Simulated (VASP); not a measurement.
# PbO (P4/nmm) in VASP: notebook

The runs below take PbO through single point, relaxation of cell and atoms, with PBEsol.

Program: VASP 6.6.1. These are calculated values, not measurements. Logs are shortened: lines on timing, memory, paths and dates and some standing lists are left out, and cuts for length are marked.

**1. The cell of the first run**

Symmetry: P4/nmm, No. 129, tetragonal system. Conventional cell: a = 3.889 Å, b = 3.889 Å, c = 4.858 Å, α = 90.00°, β = 90.00°, γ = 90.00°. Within 3.0 Å of Pb (site symmetry 4mm) lie 4 O at 2.27 Å. O (site symmetry -4m2) has 4 Pb at 2.27 Å and 4 O at 2.75 Å within 3.0 Å.

**2. Single point, PBEsol**

INCAR reads:

```
  ALGO = Normal
  EDIFF = 1E-7
  ENCUT = 520
  GGA = PS
  ISIF = 2
  ISMEAR = 0
  LASPH = T
  LCHARG = T
  LELF = T
  LREAL = F
  LVHAR = T
  LWAVE = F
  NBANDS = 28
  NELM = 80
  PREC = Accurate
  SIGMA = 0.1
```

KPOINTS reads:

```
k-points
0
Gamma
  6 6 4
```

POSCAR reads:

```
PbO
1.0
    3.8886342860      0.0000000000      0.0000000000
    0.0000000000      3.8886342860      0.0000000000
    0.0000000000      0.0000000000      4.8575372666
Pb O
2 2
Direct
    0.0000000000      0.5000000000      0.2423994224
    0.5000000000      0.0000000000      0.7576005776
    0.5000000000      0.5000000000      0.0000000000
    0.0000000000      0.0000000000      0.0000000000
```

Potentials or basis: VASP PAW PBE potentials, release 64 (Pb_d, O).

Command:

```sh
cat potpaw_PBE.64/Pb_d/POTCAR potpaw_PBE.64/O/POTCAR > POTCAR
mpirun -np 1 vasp_std > vasp.out
```

OUTCAR:

```text
EDIFF = 1E-7
   ENCUT = 520
   GGA = PS
   ISIF = 2
   ISMEAR = 0
   LASPH = T
   LREAL = F
   NELM = 80
   PREC = Accurate

 ion  position               nearest neighbor table
   1  0.000  0.500  0.242-   3 2.27   4 2.27   4 2.27   3 2.27   2 3.62   2 3.62   2 3.62   2 3.62
                             2 3.72   2 3.72   2 3.72   2 3.72
   2  0.500  0.000  0.758-   3 2.27   4 2.27   3 2.27   4 2.27   1 3.62   1 3.62   1 3.62   1 3.62
                             1 3.72   1 3.72   1 3.72   1 3.72
   3  0.500  0.500  0.000-   1 2.27   2 2.27   2 2.27   1 2.27
   4  0.000  0.000  0.000-   1 2.27   2 2.27   1 2.27   2 2.27

  LATTYP: Found a simple tetragonal cell.
 ALAT       =     3.8886342860
 C/A-ratio  =     1.2491627932

  Lattice vectors:

 A1 = (   3.8886342860,   0.0000000000,   0.0000000000)
 A2 = (   0.0000000000,   3.8886342860,   0.0000000000)
 A3 = (   0.0000000000,   0.0000000000,   4.8575372666)

Analysis of symmetry for initial positions (statically):
=====================================================================
 Subroutine PRICEL returns:
 Original cell was already a primitive cell.

 Routine SETGRP: Setting up the symmetry group for a
 simple tetragonal supercell.

 Subroutine GETGRP returns: Found 16 space group operations
 (whereof  8 operations were pure point group operations)
 out of a pool of 16 trial point group operations.

The static configuration has the point symmetry D_2d.
 The point group associated with its full space group is D_4h.

Analysis of symmetry for dynamics (positions and initial velocities):
=====================================================================
 Subroutine PRICEL returns:
 Original cell was already a primitive cell.

 Routine SETGRP: Setting up the symmetry group for a
 simple tetragonal supercell.

 Subroutine GETGRP returns: Found 16 space group operations
 (whereof  8 operations were pure point group operations)
 out of a pool of 16 trial point group operations.

The dynamic configuration has the point symmetry D_2d.
 The point group associated with its full space group is D_4h.

 Subroutine INISYM returns: Found 16 space group operations
 (whereof  8 operations are pure point group operations),
 and found     1 'primitive' translations

----------------------------------------------------------------------------------------

                                     Primitive cell

  volume of cell :      73.4531

  direct lattice vectors                    reciprocal lattice vectors
     3.888634286  0.000000000  0.000000000     0.257159693  0.000000000  0.000000000
     0.000000000  3.888634286  0.000000000     0.000000000  0.257159693  0.000000000
     0.000000000  0.000000000  4.857537267     0.000000000  0.000000000  0.205865636

  length of vectors
     3.888634286  3.888634286  4.857537267     0.257159693  0.257159693  0.205865636

  position of ions in fractional coordinates (direct lattice)
     0.000000000  0.500000000  0.242399422
     0.500000000  0.000000000  0.757600578
     0.500000000  0.500000000  0.000000000
     0.000000000  0.000000000  0.000000000

  ion indices of the primitive-cell ions
   primitive index   ion index
                 1           1
                 2           2
                 3           3
                 4           4

----------------------------------------------------------------------------------------

 KPOINTS: k-points

Automatic generation of k-mesh.
 Grid dimensions read from file:
 generate k-points for:    6    6    4

 Generating k-lattice:

  Cartesian coordinates                     Fractional coordinates (reciprocal lattice)
     0.042859949  0.000000000  0.000000000     0.166666667  0.000000000  0.000000000
     0.000000000  0.042859949  0.000000000     0.000000000  0.166666667  0.000000000
     0.000000000  0.000000000  0.051466409     0.000000000  0.000000000  0.250000000

  Length of vectors
     0.042859949  0.042859949  0.051466409

  Shift w.r.t. Gamma in fractional coordinates (k-lattice)
     0.000000000  0.000000000  0.000000000

 Subroutine IBZKPT returns following result:
 ===========================================

 Found     30 irreducible k-points:

 Following reciprocal coordinates:
            Coordinates               Weight
  0.000000  0.000000  0.000000      1.000000
  0.166667  0.000000  0.000000      4.000000
  0.333333  0.000000  0.000000      4.000000
  0.500000  0.000000  0.000000      2.000000
  0.166667  0.166667  0.000000      4.000000
  0.333333  0.166667  0.000000      8.000000
[... 16 lines left out ...]
  0.333333  0.000000  0.500000      4.000000
  0.500000  0.000000  0.500000      2.000000
 [... further k-points ...]
   k-points           NKPTS =     30   k-points in BZ     NKDIM =     30   number of bands    NBANDS=     28
   number of dos      NEDOS =    301   number of ions     NIONS =      4
   total plane-waves  NPLWV =  32400
   dimension x,y,z NGX =    30 NGY =   30 NGZ =   36
   dimension x,y,z NGXF=    60 NGYF=   60 NGZF=   72
   ions per type =               2   2
   NGX,Y,Z   is equivalent  to a cutoff of  12.83, 12.83, 12.32 a.u.
   NGXF,Y,Z  is equivalent  to a cutoff of  25.65, 25.65, 24.64 a.u.
 SYSTEM =  unknown system
   PREC   = accura    normal or accurate (medium, high low for compatibility)
   ISTART =      0    job   : 0-new  1-cont  2-samecut
   ICHARG =      2    charge: 1-file 2-atom 10-const
   ISPIN  =      1    spin polarized calculation?
   LNONCOLLINEAR =      F non collinear calculations
   LSORBIT =      F    spin-orbit coupling
   LASPH  =      T    aspherical Exc in radial PAW
   ENCUT  =  520.0 eV  38.22 Ry    6.18 a.u.   7.23  7.23  9.03*2*pi/ulx,y,z
   NELM   =     80;   NELMIN=  2; NELMDL= -5     # of ELM steps
   EDIFF  = 0.1E-06   stopping-criterion for ELM
   LREAL  =      F    real-space projection
   EDIFFG = 0.1E-05   stopping-criterion for IOM
   NSW    =      0    number of steps for IOM
   IBRION =     -1    ionic relax: 0-MD 1-quasi-New 2-CG
   NFREE  =      0    steps in history (QN), initial steepest desc. (CG)
   ISIF   =      2    stress and relaxation
   ISYM   =      2    0-nonsym 1-usesym 2-fastsym
   POTIM  = 0.5000    time-step for ionic-motion
   TEBEG  =    0.0;   TEEND  =   0.0 temperature during run
   PSTRESS=    0.0 pullay stress
   NELECT =      40.0000    total number of electrons
   NUPDOWN=      -1.0000    fix difference up-down
   EMIN   =  10.00;   EMAX   =-10.00  energy-range for DOS
   EFERMI =   0.00;   METHOD = LEGACY
   ISMEAR =     0;   SIGMA  =   0.10  broadening in eV -4-tet -1-fermi 0-gaus
   EFERMI_NEDOS =   21; number of points for ismear=-14 and -15
   IALGO  =     38    algorithm
   IMIX   =      4    mixing-type and parameters
     AMIX     =   0.40;   BMIX     =  1.00
     AMIX_MAG =   1.60;   BMIX_MAG =  1.00
  volume/ion in A,a.u.               =      18.36       123.92
  Fermi-wavevector in a.u.,A,eV,Ry     =   1.336877  2.526331 24.316870  1.787240
  Thomas-Fermi vector in A             =   2.465469
   LORBIT       =      0    0 simple, 1 ext, 2 COOP (PROOUT), +10 PAW based schemes
   GGA     = PS    functional components
   LHFCALC =     F    Hartree Fock is set to
   AEXX    =    0.0000 exact exchange contribution
   IVDW    =     0    specifies the selected vdW correction
   LEPSILON=     F    determine dielectric tensor
   LRPA    =     F    only Hartree local field effects (RPA)
 non-spin polarized calculation
 Gauss-broadening in eV      SIGMA  =   0.10
  energy-cutoff  :      520.00
  volume of cell :       73.45
 maximum number of plane-waves:      2004
 NGX is ok and might be reduce to    30
   NGX = 15   NGY = 15   NGZ = 19

 number of electron      39.9999993 magnetization

 Free energy of the ion-electron system (eV)
  ---------------------------------------------------
  ext. energy  EPLUGINS =         0.00000000
  ---------------------------------------------------
  free energy    TOTEN  =       -22.76970988 eV

  energy without entropy =      -22.76970988  energy(sigma->0) =      -22.76970988

 E-fermi :   6.4126     XC(G=0): -10.5049

 val. band max:        5.9450599072   @ k =   0.0000   0.0000   0.0000
 cond. band min:       6.8509261120   @ k =   0.5000   0.5000   0.0000
 fundamental gap:      0.9058662048
 Fermi energy:         6.4125604582

 k-point     1 :       0.0000    0.0000    0.0000
  band No.  band energies     occupation
      1     -13.0515      2.00000
      2     -12.3098      2.00000
      3     -10.2081      2.00000
      4     -10.2081      2.00000
      5     -10.1236      2.00000
      6     -10.1135      2.00000
[... 20 lines left out ...]
     27      13.3705      0.00000
     28      13.8248      0.00000

 k-point     2 :       0.1667    0.0000    0.0000
  band No.  band energies     occupation
      1     -12.9756      2.00000
      2     -12.3383      2.00000
      3     -10.1901      2.00000
      4     -10.1896      2.00000
      5     -10.0953      2.00000
      6     -10.0933      2.00000
[... 20 lines left out ...]
     27      13.6648      0.00000
     28      15.6246      0.00000

 k-point     3 :       0.3333    0.0000    0.0000
  band No.  band energies     occupation
      1     -12.7926      2.00000
      2     -12.4322      2.00000
      3     -10.1422      2.00000
      4     -10.1407      2.00000
      5     -10.0628      2.00000
      6     -10.0328      2.00000
[... 20 lines left out ...]
     27      14.1388      0.00000
     28      16.6903      0.00000

 k-point     4 :       0.5000    0.0000    0.0000
  band No.  band energies     occupation
      1     -12.5915      2.00000
      2     -12.5915      2.00000
      3     -10.0882      2.00000
      4     -10.0882      2.00000
      5     -10.0803      2.00000
      6     -10.0803      2.00000
[... 578 lines left out ...]
     27      14.9273      0.00000
     28      16.0080      0.00000

 k-point    23 :       0.3333    0.0000    0.5000
  band No.  band energies     occupation
      1     -12.7926      2.00000
      2     -12.4350      2.00000
      3     -10.1638      2.00000
      4     -10.1193      2.00000
      5     -10.0917      2.00000
      6     -10.0737      2.00000
[... 20 lines left out ...]
     27      15.0497      0.00000
     28      16.2752      0.00000

 k-point    24 :       0.5000    0.0000    0.5000
  band No.  band energies     occupation
      1     -12.6042      2.00000
      2     -12.6042      2.00000
      3     -10.1596      2.00000
      4     -10.1596      2.00000
      5     -10.0685      2.00000
      6     -10.0685      2.00000
[... 20 lines left out ...]
     27      15.2729      0.00000
     28      15.2729      0.00000

 [... further k-points ...]

------------------------ aborting loop because EDIFF is reached ----------------------------------------

  FORCE on cell =-STRESS in cart. coord.  units (eV):
  Direction    XX          YY          ZZ          XY          YZ          ZX
  --------------------------------------------------------------------------------------
  -------------------------------------------------------------------------------------
  Total        3.1810303      3.1810303      2.3637023      0.0000000      0.0000000      0.0000000
  in kB       69.3853909     69.3853909     51.5576376      0.0000000      0.0000000      0.0000000
  external PRESSURE =      63.4428065 kB  Pullay stress =       0.0000000 kB

 VOLUME and BASIS-vectors are now :
 -----------------------------------------------------------------------------
  energy-cutoff  :      520.00
  volume of cell :       73.45
      direct lattice vectors                 reciprocal lattice vectors
     3.888634286  0.000000000  0.000000000     0.257159693  0.000000000  0.000000000
     0.000000000  3.888634286  0.000000000     0.000000000  0.257159693  0.000000000
     0.000000000  0.000000000  4.857537267     0.000000000  0.000000000  0.205865636

 POSITION                                       TOTAL-FORCE (eV/Angst)
 -----------------------------------------------------------------------------------
      0.00000      1.94432      1.17746         0.000000      0.000000      0.686618
      1.94432      0.00000      3.68007        -0.000000      0.000000     -0.686618
      1.94432      1.94432      0.00000         0.000000     -0.000000      0.000000
      0.00000      0.00000      0.00000         0.000000      0.000000      0.000000
 -----------------------------------------------------------------------------------
    total drift:                                0.000000      0.000000      0.000000

  FREE ENERGIE OF THE ION-ELECTRON SYSTEM (eV)
  ---------------------------------------------------
  free  energy   TOTEN  =       -22.7697098773 eV

  energy  without entropy=      -22.7697098773  energy(sigma->0) =      -22.76970988
```

Run time: 27 s. Hardware: 1 thread of AMD EPYC 9R45 (Zen 5), shared host; peak memory 0.17 GiB.

Results:

```
Free energy            : -22.7697 eV
Pressure               : 6.3 GPa
Largest force          : 0.687 eV/Å
Band gap on the k mesh : 0.91 eV (least direct gap 2.21 eV)
```

Forces on the atoms (eV/Å):
```
Pb   0.000  0.000  0.687
Pb   0.000  0.000 -0.687
O    0.000  0.000  0.000
O    0.000  0.000  0.000
```

Stress tensor (GPa, compression positive):
```
6.94 0.00 0.00
0.00 6.94 0.00
0.00 0.00 5.16
```

Caveat: the cell stands under pressure; the PAW data sets were made with another functional, which shifts forces and pressure a little; spin-orbit coupling is left out, which moves the levels of the heavy elements. A k mesh can miss the band edges.

**3. Single point, PBEsol**

This run uses another cell than the first one, of 19.86 Å³/atom.

INCAR reads:

```
SYSTEM = PbO
  ALGO = Normal
  EDIFF = 1E-7
  ENCUT = 520
  GGA = PS
  ISIF = 2
  ISMEAR = 0
  LASPH = .TRUE.
  LCHARG = .TRUE.
  LELF = .TRUE.
  LREAL = .FALSE.
  LVHAR = .TRUE.
  LWAVE = .FALSE.
  NBANDS = 28
  NELM = 100
  PREC = Accurate
  SIGMA = 0.1
```

KPOINTS reads:

```
k-points
0
G
  6 6 4
  0 0 0
```

POSCAR reads:

```
PbO
1.0
    3.9824029894      0.0000000000      0.0000000000
    0.0000000000      3.9824029894      0.0000000000
    0.0000000000      0.0000000000      5.0085785961
Pb O
2 2
Direct
    0.0000000000      0.5000000000      0.2364367738
    0.5000000000      0.0000000000      0.7635632262
    0.5000000000      0.5000000000      0.0000000000
    0.0000000000      0.0000000000      0.0000000000
```

Potentials or basis: VASP PAW PBE potentials, release 64 (Pb_d, O).

Command:

```sh
cat potpaw_PBE.64/Pb_d/POTCAR potpaw_PBE.64/O/POTCAR > POTCAR
mpirun -np 1 vasp_std > vasp.out
```

It took 27 s on 1 thread of AMD EPYC 9R45 (Zen 5), shared host; peak memory 0.18 GiB.

The run converged. Its results:

```
Free energy            : -22.8728 eV
Pressure               : 0.5 GPa
Largest force          : 0.050 eV/Å
Band gap on the k mesh : 1.18 eV (least direct gap 2.21 eV)
```

Forces in eV/Å, atoms in the order of the input:
```
Pb   0.000  0.000  0.050
Pb   0.000  0.000 -0.050
O    0.000  0.000  0.000
O    0.000  0.000  0.000
```

Levels at points of the mesh, in eV from the valence-band top:
| k point | band 16 | band 17 | band 18 | band 19 | band 20 | band 21 | band 22 | band 23 | band 24 | band 25 |
| --- | --- | --- | --- | --- | --- | --- | --- | --- | --- | --- |
| (0.00, 0.00, 0.00) | -4.30 | -1.69 | -1.66 | -1.66 | 0.00 | 2.33 | 5.42 | 5.64 | 5.64 | 6.59 |
| (0.50, 0.00, 0.00) | -3.21 | -3.02 | -3.02 | -1.64 | -1.64 | 3.37 | 3.37 | 6.53 | 6.53 | 6.69 |
| (0.50, 0.50, 0.00) | -3.43 | -1.63 | -1.63 | -1.03 | -1.03 | 1.18 | 1.18 | 5.23 | 5.23 | 7.87 |
| (0.00, 0.00, 0.50) | -4.14 | -1.73 | -1.69 | -1.69 | -0.91 | 1.87 | 3.99 | 3.99 | 4.21 | 8.71 |
| (0.50, 0.00, 0.50) | -3.70 | -2.99 | -2.99 | -0.96 | -0.96 | 3.06 | 3.06 | 6.31 | 6.31 | 7.34 |
| (0.50, 0.50, 0.50) | -3.90 | -2.23 | -2.23 | -1.03 | -1.03 | 3.46 | 3.46 | 4.71 | 4.71 | 5.71 |

Caveat: the PAW data sets were made with another functional, which shifts forces and pressure a little; spin-orbit coupling is left out, which moves the levels of the heavy elements.

(Part 1 of 3 ends here.)
